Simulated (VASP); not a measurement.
# InSe (R3m) in VASP: further runs, part 2 of 2

VASP 6.6.1. The steps go on from the part before.

### Step 5. Single point, PBEsol (zz strain of +1 %)

The COD entry that gives the cell may itself be a prediction, so a difference from it is no test against experiment.

Contents of INCAR:

```
ALGO = Normal
EDIFF = 1E-7
ENCUT = 520
GGA = PS
ISIF = 2
ISMEAR = -1
LASPH = T
LCHARG = F
LREAL = F
LWAVE = F
NBANDS = 27
NELM = 60
PREC = Accurate
SIGMA = 0.01
```

Contents of KPOINTS:

```
k-points
0
Gamma
  7 7 7
```

Contents of POSCAR:

```
InSe
1.0
    1.9999996503      1.1547003365      8.3998367000
   -1.9999996503      1.1547003365      8.3998367000
    0.0000000000     -2.3094006730      8.3998367000
In Se
2 2
Direct
    0.0000000000      0.0000000000      0.0000000000
    0.1122000000      0.1122000000      0.1122000000
    0.6155000000      0.6155000000      0.6155000000
    0.8300000000      0.8300000000      0.8300000000
```

Command:

```
cat potpaw_PBE.64/In_d/POTCAR potpaw_PBE.64/Se/POTCAR > POTCAR
mpirun -np 1 vasp_std > vasp.out
```

Run time: 8.3 min. Hardware: 1 thread of Intel Xeon 6975P-C (Granite Rapids), shared host; peak memory 0.67 GiB.

Results (log left out):

```
Free energy            : -15.5889 eV
Pressure               : -0.2 GPa
Largest force          : 0.211 eV/Å
Band gap on the k mesh : 0.67 eV, indirect (least direct gap 0.71 eV)
```

Forces in eV/Å, atoms in the order of the input:
```
In   0.000  0.000  0.211
In   0.000  0.000 -0.210
Se   0.000  0.000  0.051
Se   0.000  0.000 -0.052
```

Stress tensor (GPa, compression positive):
```
 0.22  0.00  0.00
 0.00  0.22  0.00
 0.00  0.00 -0.95
```

Levels at points of the mesh, in eV from the valence-band top:
| k point | band 15 | band 16 | band 17 | band 18 | band 19 | band 20 | band 21 | band 22 | band 23 | band 24 |
| --- | --- | --- | --- | --- | --- | --- | --- | --- | --- | --- |
| (0.00, 0.00, 0.00) | -1.45 | -1.13 | -1.13 | -1.00 | -1.00 | 1.87 | 2.17 | 4.54 | 4.54 | 5.14 |

Caveat: the cell differs from its parent crystal (zz strain of +1 %); the PAW data sets were made with another functional, which shifts forces and pressure a little; spin-orbit coupling is left out, which moves the levels of the heavy elements. A k mesh can miss the band edges.

### Step 6. Single point, PBEsol (zz strain of +2 %)

Contents of INCAR:

```
PREC = Accurate
ENCUT = 520
EDIFF = 1E-6
ISMEAR = -1
SIGMA = 0.01
LREAL = F
LASPH = T
NELM = 100
ALGO = Normal
ISIF = 2
LWAVE = F
LCHARG = T
GGA = PS
LELF = T
LVHAR = T
NBANDS = 27
```

Contents of KPOINTS:

```
Automatic mesh
0
Gamma
  7 7 7
```

Contents of POSCAR:

```
InSe
1.0
    1.9999996503      1.1547003365      8.4830034000
   -1.9999996503      1.1547003365      8.4830034000
    0.0000000000     -2.3094006730      8.4830034000
In Se
2 2
Direct
    0.0000000000      0.0000000000      0.0000000000
    0.1122000000      0.1122000000      0.1122000000
    0.6155000000      0.6155000000      0.6155000000
    0.8300000000      0.8300000000      0.8300000000
```

Potentials or basis: VASP PAW PBE potentials, release 64 (In_d, Se).

Command:

```
cat potpaw_PBE.64/In_d/POTCAR potpaw_PBE.64/Se/POTCAR > POTCAR
mpirun -np 1 vasp_std > vasp.out
```

OUTCAR:

```text
PREC = Accurate
   ENCUT = 520
   EDIFF = 1E-6
   ISMEAR = -1
   LREAL = F
   LASPH = T
   NELM = 100
   ISIF = 2
   GGA = PS

 ion  position               nearest neighbor table
   1  0.000  0.000  0.000-   3 2.65   3 2.65   3 2.65   2 2.86
   2  0.112  0.112  0.112-   4 2.65   4 2.65   4 2.65   1 2.86
   3  0.615  0.615  0.615-   1 2.65   1 2.65   1 2.65
   4  0.830  0.830  0.830-   2 2.65   2 2.65   2 2.65

  LATTYP: Found a trigonal (rhomboedric) cell.
 ALAT       =     8.7917391995
 COS(alpha) =     0.8965000257

  Lattice vectors:

 A1 = (   1.9999996503,   1.1547003365,   8.4830034000)
 A2 = (  -1.9999996503,   1.1547003365,   8.4830034000)
 A3 = (   0.0000000000,  -2.3094006730,   8.4830034000)

Analysis of symmetry for initial positions (statically):
=====================================================================
 Subroutine PRICEL returns:
 Original cell was already a primitive cell.

 Routine SETGRP: Setting up the symmetry group for a
 trigonal (rhombohedral) supercell.

 Subroutine GETGRP returns: Found  6 space group operations
 (whereof  6 operations were pure point group operations)
 out of a pool of 12 trial point group operations.

The static configuration has the point symmetry C_3v.

Analysis of symmetry for dynamics (positions and initial velocities):
=====================================================================
 Subroutine PRICEL returns:
 Original cell was already a primitive cell.

 Routine SETGRP: Setting up the symmetry group for a
 trigonal (rhombohedral) supercell.

 Subroutine GETGRP returns: Found  6 space group operations
 (whereof  6 operations were pure point group operations)
 out of a pool of 12 trial point group operations.

The dynamic configuration has the point symmetry C_3v.

 Subroutine INISYM returns: Found  6 space group operations
 (whereof  6 operations are pure point group operations),
 and found     1 'primitive' translations

----------------------------------------------------------------------------------------

                                     Primitive cell

  volume of cell :     117.5439

  direct lattice vectors                    reciprocal lattice vectors
     1.999999650  1.154700336  8.483003400     0.250000044  0.144337593  0.039294259
    -1.999999650  1.154700336  8.483003400    -0.250000044  0.144337593  0.039294259
     0.000000000 -2.309400673  8.483003400     0.000000000 -0.288675185  0.039294259

  length of vectors
     8.791739200  8.791739200  8.791739200     0.291337264  0.291337264  0.291337264

  position of ions in fractional coordinates (direct lattice)
     0.000000000  0.000000000  0.000000000
     0.112200000  0.112200000  0.112200000
     0.615500000  0.615500000  0.615500000
     0.830000000  0.830000000  0.830000000

  ion indices of the primitive-cell ions
   primitive index   ion index
                 1           1
                 2           2
                 3           3
                 4           4

----------------------------------------------------------------------------------------

 KPOINTS: Automatic mesh

Automatic generation of k-mesh.
 Grid dimensions read from file:
 generate k-points for:    7    7    7

 Generating k-lattice:

  Cartesian coordinates                     Fractional coordinates (reciprocal lattice)
     0.035714292  0.020619656  0.005613466     0.142857143 -0.000000000  0.000000000
    -0.035714292  0.020619656  0.005613466    -0.000000000  0.142857143  0.000000000
     0.000000000 -0.041239312  0.005613466     0.000000000  0.000000000  0.142857143

  Length of vectors
     0.041619609  0.041619609  0.041619609

  Shift w.r.t. Gamma in fractional coordinates (k-lattice)
     0.000000000  0.000000000  0.000000000

 Subroutine IBZKPT returns following result:
 ===========================================

 Found     44 irreducible k-points:

 Following reciprocal coordinates:
            Coordinates               Weight
  0.000000  0.000000  0.000000      1.000000
  0.142857 -0.000000  0.000000      6.000000
  0.285714 -0.000000  0.000000      6.000000
  0.428571 -0.000000 -0.000000      6.000000
  0.142857  0.142857  0.000000      6.000000
  0.285714  0.142857  0.000000     12.000000
[... 16 lines left out ...]
  0.285714  0.285714  0.142857      6.000000
  0.428571  0.285714  0.142857     12.000000
 [... further k-points ...]
   k-points           NKPTS =     44   k-points in BZ     NKDIM =     44   number of bands    NBANDS=     27
   number of dos      NEDOS =    301   number of ions     NIONS =      4
   total plane-waves  NPLWV = 343000
   dimension x,y,z NGX =    70 NGY =   70 NGZ =   70
   dimension x,y,z NGXF=   140 NGYF=  140 NGZF=  140
   ions per type =               2   2
   NGX,Y,Z   is equivalent  to a cutoff of  13.24, 13.24, 13.24 a.u.
   NGXF,Y,Z  is equivalent  to a cutoff of  26.47, 26.47, 26.47 a.u.
 SYSTEM =  unknown system
   PREC   = accura    normal or accurate (medium, high low for compatibility)
   ISTART =      0    job   : 0-new  1-cont  2-samecut
   ICHARG =      2    charge: 1-file 2-atom 10-const
   ISPIN  =      1    spin polarized calculation?
   LNONCOLLINEAR =      F non collinear calculations
   LSORBIT =      F    spin-orbit coupling
   LASPH  =      T    aspherical Exc in radial PAW
   ENCUT  =  520.0 eV  38.22 Ry    6.18 a.u.  16.35 16.35 16.35*2*pi/ulx,y,z
   NELM   =    100;   NELMIN=  2; NELMDL= -5     # of ELM steps
   EDIFF  = 0.1E-05   stopping-criterion for ELM
   LREAL  =      F    real-space projection
   EDIFFG = 0.1E-04   stopping-criterion for IOM
   NSW    =      0    number of steps for IOM
   IBRION =     -1    ionic relax: 0-MD 1-quasi-New 2-CG
   NFREE  =      0    steps in history (QN), initial steepest desc. (CG)
   ISIF   =      2    stress and relaxation
   ISYM   =      2    0-nonsym 1-usesym 2-fastsym
   POTIM  = 0.5000    time-step for ionic-motion
   TEBEG  =    0.0;   TEEND  =   0.0 temperature during run
   PSTRESS=    0.0 pullay stress
   NELECT =      38.0000    total number of electrons
   NUPDOWN=      -1.0000    fix difference up-down
   EMIN   =  10.00;   EMAX   =-10.00  energy-range for DOS
   EFERMI =   0.00;   METHOD = LEGACY
   ISMEAR =    -1;   SIGMA  =   0.01  broadening in eV -4-tet -1-fermi 0-gaus
   EFERMI_NEDOS =   21; number of points for ismear=-14 and -15
   IALGO  =     38    algorithm
   IMIX   =      4    mixing-type and parameters
     AMIX     =   0.40;   BMIX     =  1.00
     AMIX_MAG =   1.60;   BMIX_MAG =  1.00
  volume/ion in A,a.u.               =      29.39       198.31
  Fermi-wavevector in a.u.,A,eV,Ry     =   1.123577  2.123252 17.176325  1.262424
  Thomas-Fermi vector in A             =   2.260243
   LORBIT       =      0    0 simple, 1 ext, 2 COOP (PROOUT), +10 PAW based schemes
   GGA     = PS    functional components
   LHFCALC =     F    Hartree Fock is set to
   AEXX    =    0.0000 exact exchange contribution
   IVDW    =     0    specifies the selected vdW correction
   LEPSILON=     F    determine dielectric tensor
   LRPA    =     F    only Hartree local field effects (RPA)
 non-spin polarized calculation
  energy-cutoff  :      520.00
  volume of cell :      117.54
 maximum number of plane-waves:      3187
 NGX is ok and might be reduce to    70
   NGX = 33   NGY = 33   NGZ = 33

 number of electron      37.9999995 magnetization

 Free energy of the ion-electron system (eV)
  ---------------------------------------------------
  ext. energy  EPLUGINS =         0.00000000
  ---------------------------------------------------
  free energy    TOTEN  =       -15.57928929 eV

  energy without entropy =      -15.57928929  energy(sigma->0) =      -15.57928929

 E-fermi :   3.9573     XC(G=0):  -9.0926

 val. band max:        3.7302865489   @ k =  -0.4286   0.4286   0.4286
 cond. band min:       4.4082024950   @ k =   0.4286   0.4286   0.4286
 fundamental gap:      0.6779159461
 Fermi energy:         3.9572686252

 k-point     1 :       0.0000    0.0000    0.0000
  band No.  band energies     occupation
      1     -10.7445      2.00000
      2     -10.5917      2.00000
      3     -10.5917      2.00000
      4     -10.5272      2.00000
      5     -10.5272      2.00000
      6     -10.5016      2.00000
[... 19 lines left out ...]
     26       9.3737      0.00000
     27      11.4335      0.00000
[... 661 lines left out ...]
 k-point    24 :       0.4286    0.2857    0.1429
  band No.  band energies     occupation
      1     -10.8081      2.00000
      2     -10.7160      2.00000
      3     -10.6844      2.00000
      4     -10.5854      2.00000
      5     -10.5121      2.00000
      6     -10.4928      2.00000
[... 19 lines left out ...]
     26      10.4548      0.00000
     27      10.8537      0.00000

 [... further k-points ...]
[... 5 lines left out ...]
  --------------------------------------------------------------------------------------
  -------------------------------------------------------------------------------------
  Total       -0.0461060     -0.0461060     -1.3043691      0.0000000      0.0000000      0.0000000
  in kB       -0.6284464     -0.6284464    -17.7791490      0.0000000      0.0000000      0.0000000
  external PRESSURE =      -6.3453473 kB  Pullay stress =       0.0000000 kB

 VOLUME and BASIS-vectors are now :
 -----------------------------------------------------------------------------
  energy-cutoff  :      520.00
  volume of cell :      117.54
      direct lattice vectors                 reciprocal lattice vectors
     1.999999650  1.154700336  8.483003400     0.250000044  0.144337593  0.039294259
    -1.999999650  1.154700336  8.483003400    -0.250000044  0.144337593  0.039294259
     0.000000000 -2.309400673  8.483003400     0.000000000 -0.288675185  0.039294259

 POSITION                                       TOTAL-FORCE (eV/Angst)
 -----------------------------------------------------------------------------------
      0.00000      0.00000      0.00000         0.000000     -0.000000      0.238988
      0.00000      0.00000      2.85538         0.000000     -0.000000     -0.238203
      0.00000      0.00000     15.66387         0.000000      0.000000      0.129917
      0.00000      0.00000     21.12268         0.000000     -0.000000     -0.130702
 -----------------------------------------------------------------------------------
    total drift:                               -0.000000     -0.000000      0.000466

  FREE ENERGIE OF THE ION-ELECTRON SYSTEM (eV)
  ---------------------------------------------------
  free  energy   TOTEN  =       -15.5792892852 eV

  energy  without entropy=      -15.5792892852  energy(sigma->0) =      -15.57928929
```

stdout:

```text
POSCAR found type information on POSCAR InSe
 POSCAR found :  2 types and       4 ions
 scaLAPACK will be used
 -----------------------------------------------------------------------------
|                                                                             |
|                                                                             |
|     You enforced a specific xc type in the INCAR file but a different       |
|     I HOPE YOU KNOW WHAT YOU ARE DOING!                                     |
|                                                                             |
 -----------------------------------------------------------------------------

 LDA part: xc-table for (Slater+PW92), standard interpolation
 POSCAR, INCAR and KPOINTS ok, starting setup
 FFT: planning ... GRIDC
 FFT: planning ... GRID_SOFT
 FFT: planning ... GRID
 WAVECAR not read
 entering main loop
```

It took 6.9 min on 1 thread of Intel Xeon 6975P-C (Granite Rapids), shared host; peak memory 0.7 GiB.

Results:

```
Free energy            : -15.5793 eV
Pressure               : -0.6 GPa
Largest force          : 0.239 eV/Å
Band gap on the k mesh : 0.68 eV, indirect (least direct gap 0.72 eV)
```

Forces on the atoms (eV/Å):
```
In   0.000  0.000  0.239
In   0.000  0.000 -0.238
Se   0.000  0.000  0.130
Se   0.000  0.000 -0.131
```

Caveat: the cell differs from its parent crystal (zz strain of +2 %); the PAW data sets were made with another functional, which shifts forces and pressure a little; spin-orbit coupling is left out, which moves the levels of the heavy elements. A k mesh can miss the band edges.

### Step 7. The runs side by side

| cell | gap on the mesh (eV) | pressure (GPa) | largest force (eV/Å) |
| --- | --- | --- | --- |
| a = 8.391 Å, angles 27.6°, 4 atoms | 0.64 | 2.0 | 0.26 |
| a = 8.471 Å, angles 27.3°, 4 atoms | 0.64 | 1.4 | 0.19 |
| a = 8.551 Å, angles 27.1°, 4 atoms | 0.65 | 0.8 | 0.12 |
| a = 8.712 Å, angles 26.5°, 4 atoms | 0.67 | -0.2 | 0.21 |
| a = 8.792 Å, angles 26.3°, 4 atoms | 0.68 | -0.6 | 0.24 |

Alike in all rows: task single point; level PBEsol; potentials or basis VASP PAW PBE potentials, release 64 (In_d, Se); no spin polarisation; k mesh 7 × 7 × 7; cutoff (eV) 520; smearing fermi-dirac 0.01 eV.

Caveats: the PAW data sets were made with another functional, which shifts forces and pressure a little; spin-orbit coupling is left out, which moves the levels of the heavy elements.

Total energies depend on the potentials used, so only differences within one code and one set of settings carry meaning.
